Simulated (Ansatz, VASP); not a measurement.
# One calculation of F, two programs

```
F
1.0
     1.93485    0.00000    0.00000
     0.00000    1.93485    0.00000
     0.00000    0.00000    1.93485
F
1
Cartesian
  0.0000 0.0000 0.0000
```

Change from the starting cell: volume scaled by 0.8, PAW files.

Alike in both runs: task single point; functional LDA; k mesh 17 × 17 × 17; occupations fermi-dirac, width 0.08 eV; no spin polarisation.

|  | VASP | Ansatz |
| --- | --- | --- |
| version | VASP 6.6.1 | Ansatz 0.2.0 |
| potentials or method | VASP PAW LDA potentials, release 64 (F) | PAW with Ansatz's default frozen-core files, scalar-relativistic |
| plane-wave cutoff (eV) | 520 | 420 |
| valence electrons in the cell | 7 | 7 |

```csv
,VASP,Ansatz,Ansatz less VASP
pressure (GPa),41.3,41.7,+0.40
```

LDA's correlation is that of Perdew and Zunger in VASP and of Perdew and Wang (1992) in Ansatz. Both programs put the cell under a high pressure, so it lies far from rest at this level.
